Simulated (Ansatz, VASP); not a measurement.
W: VASP beside Ansatz

```
W
1.0
     0.00000    2.05671    2.05671
     2.05671    0.00000    2.05671
     2.05671    2.05671    0.00000
W
1
Direct
  0.00000 0.00000 0.00000
```

Alike in both runs: task single point; functional PBEsol; k mesh 12 × 12 × 12; no spin polarisation.

|  | VASP | Ansatz |
| --- | --- | --- |
| version | VASP 6.6.1 | Ansatz 0.2.0 |
| potentials or method | VASP PAW PBE potentials, release 64 (W_sv), cutoff 520 eV | plane waves, PAW |
| occupations | fermi-dirac, width 0.1 eV | fermi-dirac |
| valence electrons in the cell | 14 | 14 |

Ansatz gave:

```
pressure (GPa) : -21.7
```

Question: What did VASP give for the same quantities?

Answer: Pressure (GPa): -21.3.

VASP's potentials were made for PBE, not for PBEsol.

Spin-orbit coupling is off throughout.
